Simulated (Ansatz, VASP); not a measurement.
**One calculation of AlRu, two programs**

```
Al Ru
1.0
     3.00408    0.00000    0.00000
     0.00000    3.00408    0.00000
     0.00000    0.00000    3.00408
Al Ru
1 1
Direct
  0.00000 0.00000 0.00000
  0.50000 0.50000 0.50000
```

Alike in both runs: functional PBE; k mesh 14 × 14 × 14; occupations gaussian, width 0.1 eV; no spin polarisation.

Ansatz relaxed the structure, and its values are those at the end. VASP's run is a single point on that final structure, the one shown.

|  | VASP | Ansatz |
| --- | --- | --- |
| version | VASP 6.6.1 | Ansatz 0.2.0 |
| potentials or method | VASP PAW PBE potentials, release 64 (Al, Ru_pv), cutoff 520 eV | scalar-relativistic, plane waves, PAW |
| valence electrons in the cell | 17 | 19 |

|  | VASP | Ansatz | Ansatz less VASP |
| --- | --- | --- | --- |
| gap on the k mesh at the Fermi level (eV) | none | none | - |
| pressure (GPa) | 0.0 | 0.0 | +0.02 |

A gap of «none» marks a metal or a gap that the smearing closes. The functional is the same, so the differences come from potentials, cutoffs and numerics. VASP's potentials hold 17 valence electrons a cell and Ansatz's 19, so a difference there can come from the potentials and not from the codes.
